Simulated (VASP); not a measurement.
Write the native input for VASP 6.6.1 that does the following.

```
Task                   : single point
Functional             : r2SCAN
Dispersion             : rVV10
Potentials or basis    : VASP PAW PBE potentials, release 64 (Sn_d, Se)
Cutoff                 : 550 eV
k mesh                 : 4 × 4 × 6
Occupations            : fermi-dirac, width 0.03 eV
Spin                   : no spin polarisation
Dipole correction      : no
Further INCAR settings : ALGO = Normal; EDIFF = 1e-06; NBANDS = 35
```

SnSe2:

```
CELL_PARAMETERS angstrom
6.43182 0.00000 0.00000
0.00000 6.43182 0.00000
0.00000 0.00000 3.96370
ATOMIC_POSITIONS crystal
Sn 0.00000 0.00000 0.00000
Sn 0.50000 0.50000 0.50000
Se 0.30618 0.30618 0.00000
Se 0.19382 0.80618 0.50000
Se 0.80618 0.19382 0.50000
Se 0.69382 0.69382 0.00000
```

These files were run (other wordings do the same):

POSCAR

```
SnSe2
1.0
    6.4318181089      0.0000000000      0.0000000000
    0.0000000000      6.4318181089      0.0000000000
    0.0000000000      0.0000000000      3.9636971410
Sn Se
2 4
Direct
    0.0000000000      0.0000000000      0.0000000000
    0.5000000000      0.5000000000      0.5000000000
    0.3061794125      0.3061794125      0.0000000000
    0.1938205875      0.8061794125      0.5000000000
    0.8061794125      0.1938205875      0.5000000000
    0.6938205875      0.6938205875      0.0000000000
```

INCAR.step1

```
ALGO = Normal
EDIFF = 1E-5
ENCUT = 550
GGA = PE
GGA_COMPAT = F
ISMEAR = -1
LASPH = T
LCHARG = F
LREAL = F
LWAVE = T
NBANDS = 35
NELM = 120
PREC = Accurate
SIGMA = 0.03
```

INCAR.step2

```
ALGO = Normal
BPARAM = 11.95
CPARAM = 0.0093
EDIFF = 1E-6
ENCUT = 550
GGA_COMPAT = F
ISIF = 2
ISMEAR = -1
ISTART = 1
IVDW_NL = 2
LASPH = T
LCHARG = F
LMIXTAU = T
LREAL = F
LUSE_VDW = T
LWAVE = F
METAGGA = R2SCAN
NBANDS = 35
NELM = 120
PREC = Accurate
SIGMA = 0.03
```

KPOINTS

```
k-points
0
Gamma
  4 4 6
```

Potentials or basis: VASP PAW PBE potentials, release 64 (Sn_d, Se).

The run is started by

```sh
$ cat potpaw_PBE.64/Sn_d/POTCAR potpaw_PBE.64/Se/POTCAR > POTCAR
$ cp INCAR.step1 INCAR
$ mpirun -np 1 vasp_std > vasp.out
$ cp INCAR.step2 INCAR
$ mpirun -np 1 vasp_std > vasp.out
```

Results of the run:

```yaml
Pressure: 0.2 GPa
Largest_force: 0.014 eV/Å
Band_gap_on_the_k_mesh: 0.07 eV (least direct gap 0.13 eV)
```

Caveat: the structure was generated, so it needn't be the stable form of SnSe2; semilocal functionals underestimate gaps, and a narrow one can read as zero; the PAW data sets were made with another functional, which shifts forces and pressure a little; spin-orbit coupling is left out, which moves the levels of the heavy elements.

Run time: 9.9 min on 1 thread of Oxide Virtual Turin-like Processor (shared host), peak memory 0.6 GiB.
